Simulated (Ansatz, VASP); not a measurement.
**Ce in VASP and in Ansatz**

Contents of POSCAR:

```
Ce
1.0
    0.0000000000      2.3390384114      2.3390384114
    2.3390384114      0.0000000000      2.3390384114
    2.3390384114      2.3390384114      0.0000000000
Ce
1
Direct
    0.0000000000      0.0000000000      0.0000000000
```

The input INCAR.step1:

```
ALGO     = Normal         # electronic algorithm
EDIFF    = 1E-4           # SCF threshold, eV
ENCUT    = 520            # plane-wave cutoff, eV
GGA      = PE             # functional
ISMEAR   = 1              # smearing method
LASPH    = T              # aspherical terms in the spheres
LCHARG   = F              # write CHGCAR
LREAL    = F              # projectors in reciprocal space
LWAVE    = T              # write WAVECAR
NBANDS   = 12             # bands
NELM     = 80             # most SCF steps
PREC     = Accurate       # precision mode
SIGMA    = 0.03           # smearing width, eV
```

INCAR.step2

```
ALGO     = Normal         # electronic algorithm
EDIFF    = 1E-6           # SCF threshold, eV
ENCUT    = 520            # plane-wave cutoff, eV
ISIF     = 2              # what is computed and relaxed
ISMEAR   = 1              # smearing method
ISTART   = 1            
LASPH    = T              # aspherical terms in the spheres
LCHARG   = T              # write CHGCAR
LELF     = T              # ELF
LMIXTAU  = T            
LREAL    = F              # projectors in reciprocal space
LVHAR    = T            
LWAVE    = F              # write WAVECAR
METAGGA  = R2SCAN         # meta-GGA
NBANDS   = 12             # bands
NELM     = 80             # most SCF steps
PREC     = Accurate       # precision mode
SIGMA    = 0.03           # smearing width, eV
```

Contents of KPOINTS:

```
k-points
0
Gamma
  12 12 12
```

Input for Ansatz:

```yaml
crystal:
  lattice:
    - [0.0, 2.3390384114, 2.3390384114]
    - [2.3390384114, 0.0, 2.3390384114]
    - [2.3390384114, 2.3390384114, 0.0]
  atoms:
    - { symbol: Ce, position: [0.0, 0.0, 0.0] }
hamiltonian:
  xc: r2scan
  pseudopotentials:
    kind: paw
    azcp:
      Ce: "pseudopotentials/Ce.paw.azcp"
basis:
  ecutwfc: 500
  fft_grid_basis: typed
kpoints:
  mp_grid: { grid: [12, 12, 12], shift: [0, 0, 0] }
magnetization:
  spin_polarized: false
scf:
  occupations: { method: methfessel_paxton, width: 0.03 }
  lower_state_search: "off"
output:
  stress: true
```

Alike in both runs: task single point; functional r2SCAN; k mesh 12 × 12 × 12; occupations methfessel-paxton of order 1, width 0.03 eV; no spin polarisation.

|  | VASP | Ansatz |
| --- | --- | --- |
| version | VASP 6.6.1 | Ansatz 0.2.0 |
| potentials or method | VASP PAW PBE potentials, release 64 (Ce), cutoff 520 eV | plane waves (500 eV) with PAW, scalar-relativistic |
| valence electrons in the cell | 12 | 12 |

Ansatz gave:

| Property | Result |
| --- | --- |
| pressure (GPa) | -0.5 |

**Question.** Which values does VASP return?

**Answer.** Pressure (GPa): -0.7.

VASP's potentials were made for PBE, not for r2SCAN.

Spin-orbit coupling is off throughout.
